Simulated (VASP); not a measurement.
Input of a VASP 6.6.1 run:

File INCAR:

```
SYSTEM = TiSi2
ALGO = Normal
EDIFF = 1E-7
ENCUT = 520
ISIF = 2
ISMEAR = -1
LASPH = .True.
LCHARG = .False.
LREAL = .False.
LWAVE = .False.
NBANDS = 17
NELM = 60
PREC = Accurate
SIGMA = 0.05
```

File KPOINTS:

```
k-points
0
Gamma
  12 12 12
  0 0 0
```

The input POSCAR:

```
TiSi2
1.0
   -1.4922541174      1.7346606101      4.2675115011
    1.4922541174     -1.7346606101      4.2675115011
    1.4922541174      1.7346606101     -4.2675115011
Ti Si
1 2
Direct
    0.0000000000      0.0000000000      0.0000000000
    0.6700780000      0.6700780000      0.0000000000
    0.3299220000      0.3299220000      0.0000000000
```

Potentials or basis: VASP PAW LDA potentials, release 64 (Ti_sv, Si).

Command:

```sh
$ cat potpaw_LDA.64/Ti_sv/POTCAR potpaw_LDA.64/Si/POTCAR > POTCAR
$ mpirun -np 1 vasp_std > vasp.out
```

(1) Predict the pressure.

(2) What does it give for the band gap on the k mesh?

(3) Estimate the largest force.

## Answers

(1) -10.9 GPa.

(2) zero (band 10 reaches 10.64 eV, above the bottom of band 11 at 8.46 eV).

(3) 0.138 eV/Å.
